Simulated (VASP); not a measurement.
# MnO (P6_3mc) in VASP: notebook, part 2 of 2

VASP 6.6.1. The steps go on from the part before.

**3. Electric field gradients, PBEsol, collinear spin, ferromagnetic start (equal xx and yy strain of +1 %)**

INCAR

```
SYSTEM = MnO
ALGO = Normal
EDIFF = 1E-8
ENCUT = 520
GGA = PS
ISIF = 2
ISMEAR = -1
ISPIN = 2
LASPH = .True.
LCHARG = .False.
LEFG = .True.
LMAXMIX = 4
LORBIT = 11
LREAL = .False.
LWAVE = .False.
MAGMOM = 4 4 0 0
NBANDS = 31
NELM = 150
PREC = Accurate
SIGMA = 0.05
```

KPOINTS

```
k-points
0
Gamma
  14 14 8
  0 0 0
```

POSCAR

```
MnO
1.0
    3.4054179386      0.0000000000      0.0000000000
   -1.7027089692      2.9491784453      0.0000000000
    0.0000000000      0.0000000000      5.3855000000
Mn O
2 2
Direct
    0.3333333333      0.6666666667      0.0109600000
    0.6666666667      0.3333333333      0.5109600000
    0.3333333333      0.6666666667      0.3754700000
    0.6666666667      0.3333333333      0.8754700000
```

Potentials or basis: VASP PAW PBE potentials, release 64 (Mn_pv, O).

The run is started by

```sh
$ cat potpaw_PBE.64/Mn_pv/POTCAR potpaw_PBE.64/O/POTCAR > POTCAR
$ mpirun -np 1 vasp_std > vasp.out
```

OUTCAR:

```text
SYSTEM = MnO
   EDIFF = 1E-8
   ENCUT = 520
   GGA = PS
   ISIF = 2
   ISMEAR = -1
   ISPIN = 2
   LASPH = .True.
   LORBIT = 11
   LREAL = .False.
   NELM = 150
   PREC = Accurate

 ion  position               nearest neighbor table
   1  0.333  0.667  0.011-   3 1.96   4 2.10   4 2.10   4 2.10
   2  0.667  0.333  0.511-   4 1.96   3 2.10   3 2.10   3 2.10
   3  0.333  0.667  0.375-   1 1.96   2 2.10   2 2.10   2 2.10
   4  0.667  0.333  0.875-   2 1.96   1 2.10   1 2.10   1 2.10

  LATTYP: Found a hexagonal cell.
 ALAT       =     3.4054179386
 C/A-ratio  =     1.5814505289

  Lattice vectors:

 A1 = (   3.4054179386,   0.0000000000,   0.0000000000)
 A2 = (  -1.7027089692,   2.9491784453,   0.0000000000)
 A3 = (   0.0000000000,   0.0000000000,   5.3855000000)

[... 1893 lines left out ...]
   1      14.132    14.127   -28.259       0.000
   2      14.132    14.127   -28.259       0.000
   3       0.010     0.007    -0.017       0.174
   4       0.010     0.007    -0.017       0.174
----------------------------------------------------------------------

           NMR quadrupolar parameters

 Cq : quadrupolar parameter    Cq=e*Q*V_zz/h
 eta: asymmetry parameters     (V_yy - V_xx)/ V_zz
 Q  : nuclear electric quadrupole moment in mb (millibarn)
----------------------------------------------------------------------
 ion       Cq(MHz)       eta       Q (mb)
----------------------------------------------------------------------
   1      -0.068       0.000       1.000
   2      -0.068       0.000       1.000
   3      -0.000       0.174       1.000
   4      -0.000       0.174       1.000
----------------------------------------------------------------------

 total charge

# of ion       s       p       d       tot
------------------------------------------
    1        0.241   6.227   4.945  11.413
    2        0.241   6.227   4.945  11.413
    3        1.551   3.433   0.000   4.984
    4        1.551   3.433   0.000   4.984
--------------------------------------------------
tot          3.583  19.320   9.890  32.793

 magnetization (x)

# of ion       s       p       d       tot
------------------------------------------
    1        0.038   0.061   4.309   4.408
    2        0.038   0.061   4.309   4.408
    3        0.019   0.176   0.000   0.195
    4        0.019   0.176   0.000   0.195
--------------------------------------------------
tot          0.114   0.474   8.617   9.206
```

OSZICAR:

```text
N       E                     dE             d eps       ncg     rms          rms(c)
DAV:   1     0.449460598642E+03    0.44946E+03   -0.21129E+04 14912   0.144E+03
DAV:   2    -0.187856550406E+01   -0.45134E+03   -0.42192E+03 15363   0.436E+02
DAV:   3    -0.387925170747E+02   -0.36914E+02   -0.35982E+02 16847   0.133E+02
[... 11 lines left out ...]
DAV:  15    -0.342471051436E+02   -0.98967E-06   -0.37171E-06 16609   0.149E-02    0.842E-03
DAV:  16    -0.342471058082E+02   -0.66459E-06   -0.79967E-07 15819   0.857E-03    0.269E-03
DAV:  17    -0.342471059373E+02   -0.12911E-06   -0.27940E-07 16203   0.296E-03    0.127E-03
DAV:  18    -0.342471059711E+02   -0.33717E-07   -0.46545E-08 14715   0.123E-03    0.793E-04
DAV:  19    -0.342471059719E+02   -0.81036E-09   -0.39876E-09 10695   0.511E-04
   1 F= -.34247106E+02 E0= -.34245752E+02  d E =-.270762E-02  mag=     9.9941
```

Run time: 13 min. Hardware: 1 thread of Oxide Virtual Turin-like, shared host; peak memory 0.36 GiB.

What came out:

| Property | Result |
| --- | --- |
| Free energy | -34.2471 eV |
| Pressure | -1.0 GPa |
| Largest force | 0.669 eV/Å |
| Band gap on the k mesh | zero (filled and empty bands overlap) |
| Net moment | 9.99 μB per cell |
| Site moments | Mn +4.41; O +0.20 μB |
| Largest electric field gradient by atom | Mn -28.3; O -0.0 V/Å² |
| Valence electrons inside the program's atomic spheres | Mn 11.41; O 4.98 |

Forces on the atoms (eV/Å):
```
Mn   0.000  0.000 -0.669
Mn   0.000  0.000 -0.669
O    0.000  0.000  0.669
O    0.000  0.000  0.669
```

Levels at points of the mesh, in eV from the Fermi level:
Spin up:
| k point | band 20 | band 21 | band 22 | band 23 | band 24 | band 25 | band 26 | band 27 | band 28 | band 29 |
| --- | --- | --- | --- | --- | --- | --- | --- | --- | --- | --- |
| (0.00, 0.00, 0.00) | -1.57 | -1.09 | -1.09 | -0.03 | -0.03 | 0.06 | 3.53 | 5.57 | 11.21 | 11.21 |
| (0.50, 0.00, 0.00) | -2.45 | -2.10 | -1.88 | -0.85 | -0.74 | 3.73 | 4.14 | 5.74 | 7.34 | 9.03 |
| (0.00, 0.00, 0.50) | -1.47 | -0.58 | -0.58 | -0.58 | -0.58 | 1.16 | 1.16 | 8.31 | 8.31 | 11.32 |
| (0.50, 0.00, 0.50) | -2.39 | -1.32 | -1.32 | -1.19 | -1.19 | 3.73 | 3.73 | 5.96 | 5.96 | 10.31 |
Spin down:
| k point | band 12 | band 13 | band 14 | band 15 | band 16 | band 17 |
| --- | --- | --- | --- | --- | --- | --- |
| (0.00, 0.00, 0.00) | -4.82 | -4.62 | -4.62 | -0.15 | 0.95 | 0.95 |
| (0.50, 0.00, 0.00) | -4.81 | -4.73 | -4.56 | 0.44 | 0.46 | 1.25 |
| (0.00, 0.00, 0.50) | -4.74 | -4.74 | -4.74 | 1.41 | 1.41 | 1.43 |
| (0.50, 0.00, 0.50) | -4.83 | -4.66 | -4.66 | 0.94 | 0.94 | 1.52 |

Electric field gradients, principal values (V/Å²):
```csv
atom,least,middle,greatest (by size)
1 Mn,14.127,14.132,-28.259
2 Mn,14.127,14.132,-28.259
3 O,0.007,0.010,-0.017
4 O,0.007,0.010,-0.017
```

Caveat: the cell differs from its parent crystal (equal xx and yy strain of +1 %); without QUAD_EFG the Cq values of the log hold for a quadrupole moment of 1 mb, not for the nuclei; the PAW data sets were made with another functional, which shifts forces and pressure a little; semilocal functionals often make such compounds metallic where correlation or magnetic order opens a gap, which also shifts bond lengths; only a ferromagnetic start was run, and an antiferromagnetic order may lie lower in energy.
